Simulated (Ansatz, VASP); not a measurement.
## Two plane-wave programs on ZnBi3

The input INCAR:

```
ALGO = Fast
EDIFF = 1E-7
ENCUT = 520
GGA = PS
ISIF = 2
ISMEAR = 0
LASPH = T
LCHARG = F
LREAL = F
LWAVE = F
NBANDS = 36
NELM = 80
PREC = Accurate
SIGMA = 0.1
```

File KPOINTS:

```
k-points
0
Gamma
  9 9 9
```

File POSCAR:

```
ZnBi3
1.0
    5.0011820183      0.0487316400     -0.0487316400
    0.0487316400      5.0011820183     -0.0487316400
   -0.0487316400     -0.0487316400      5.0011820183
Zn Bi
1 3
Direct
    0.0000000000      0.0000000000      0.0000000000
    0.0000000000      0.5000000000      0.5000000000
    0.5000000000      0.0000000000      0.5000000000
    0.5000000000      0.5000000000      0.0000000000
```

Input for Ansatz:

```yaml
crystal:
  lattice:
    - [5.0011820183, 0.04873164, -0.04873164]
    - [0.04873164, 5.0011820183, -0.04873164]
    - [-0.04873164, -0.04873164, 5.0011820183]
  atoms:
    - { symbol: Zn, position: [0.0, 0.0, 0.0] }
    - { symbol: Bi, position: [0.0, 0.5, 0.5] }
    - { symbol: Bi, position: [0.5, 0.0, 0.5] }
    - { symbol: Bi, position: [0.5, 0.5, 0.0] }
basis:
  ecutwfc: 420
kpoints:
  mp_grid: { grid: [9, 9, 9] }
hamiltonian:
  xc: pbesol
scf:
  occupations: { method: gaussian, width: 0.1 }
output:
  forces: true
  stress: true
  eigenvalues: true
```

Alike in both runs: task single point; functional PBEsol; k mesh 9 × 9 × 9; occupations gaussian, width 0.1 eV; no spin polarisation.

|  | VASP | Ansatz |
| --- | --- | --- |
| version | VASP 6.6.1 | Ansatz 0.2.0 |
| potentials or method | VASP PAW PBE potentials, release 64 (Zn, Bi_d), cutoff 520 eV | scalar-relativistic, plane waves, PAW |
| valence electrons in the cell | 57 | 57 |

Ansatz gave:

| Item | Value |
| --- | --- |
| gap on the k mesh at the Fermi level (eV) | none |
| pressure (GPa) | -5.5 |
| traceless stress, the component that is largest in VASP (GPa) | -0.22 |

**Question.** Which values does VASP return?

**Answer.** gap on the k mesh at the Fermi level (eV): none; pressure (GPa): -5.6; traceless stress, the component that is largest in VASP (GPa): -0.22.

VASP's potentials were made for PBE, not for PBEsol. A gap of «none» marks a metal or a gap that the smearing closes.

Neither program's run includes spin-orbit coupling.
